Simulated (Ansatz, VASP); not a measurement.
**Two plane-wave programs on Au**

POSCAR

```
Au
1.0
   -1.6572690000      1.6572690000      1.6572690000
    1.6572690000     -1.6572690000      1.6572690000
    1.6572690000      1.6572690000     -1.6572690000
Au
1
Direct
    0.0000000000      0.0000000000      0.0000000000
```

INCAR.step1

```
PREC     = Accurate       # precision mode
ENCUT    = 550            # plane-wave cutoff, eV
ISMEAR   = 0              # smearing method
SIGMA    = 0.1            # smearing width, eV
LREAL    = False          # projectors in reciprocal space
LASPH    = True           # aspherical terms in the spheres
NELM     = 120            # most SCF steps
NBANDS   = 12             # bands
GGA      = PE             # functional
ALGO     = Normal         # electronic algorithm
EDIFF    = 1E-5           # SCF threshold, eV
LWAVE    = True           # write WAVECAR
LCHARG   = False          # write CHGCAR
GGA_COMPAT= False
```

Contents of INCAR.step2:

```
PREC     = Accurate       # precision mode
ENCUT    = 550            # plane-wave cutoff, eV
EDIFF    = 1E-6           # SCF threshold, eV
ISMEAR   = 0              # smearing method
SIGMA    = 0.1            # smearing width, eV
LREAL    = False          # projectors in reciprocal space
LASPH    = True           # aspherical terms in the spheres
NELM     = 120            # most SCF steps
ALGO     = Normal         # electronic algorithm
ISIF     = 2              # what is computed and relaxed
LWAVE    = False          # write WAVECAR
LCHARG   = False          # write CHGCAR
METAGGA  = R2SCAN         # meta-GGA
LMIXTAU  = True         
NBANDS   = 12             # bands
ISTART   = 1            
GGA_COMPAT= False
```

File KPOINTS:

```
Automatic mesh
0
Gamma
  8 8 8
```

Input for Ansatz:

```yaml
crystal:
  lattice:
    - [-1.657269, 1.657269, 1.657269]
    - [1.657269, -1.657269, 1.657269]
    - [1.657269, 1.657269, -1.657269]
  atoms:
    - { symbol: Au, position: [0.0, 0.0, 0.0] }
basis:
  ecutwfc: 500
kpoints:
  mp_grid: { grid: [8, 8, 8] }
hamiltonian:
  xc: r2scan
scf:
  occupations: { method: gaussian, width: 0.1 }
output:
  forces: true
  stress: true
  eigenvalues: true
```

Alike in both runs: task single point; functional r2SCAN; k mesh 8 × 8 × 8; occupations gaussian, width 0.1 eV; no spin polarisation.

```csv
,VASP,Ansatz
version,VASP 6.6.1,Ansatz 0.2.0
potentials or method,"VASP PAW PBE potentials, release 64 (Au), cutoff 550 eV","scalar-relativistic, plane waves, PAW"
valence electrons in the cell,11,19
```

```csv
,VASP,Ansatz,Ansatz less VASP
gap on the k mesh at the Fermi level (eV),none,none,-
pressure (GPa),-4.4,-4.6,-0.23
```

VASP's potentials were made for PBE, not for r2SCAN. A gap of «none» marks a metal or a gap that the smearing closes. VASP's potentials hold 11 valence electrons a cell and Ansatz's 19, so a difference there can come from the potentials and not from the codes.

Neither program's run includes spin-orbit coupling.
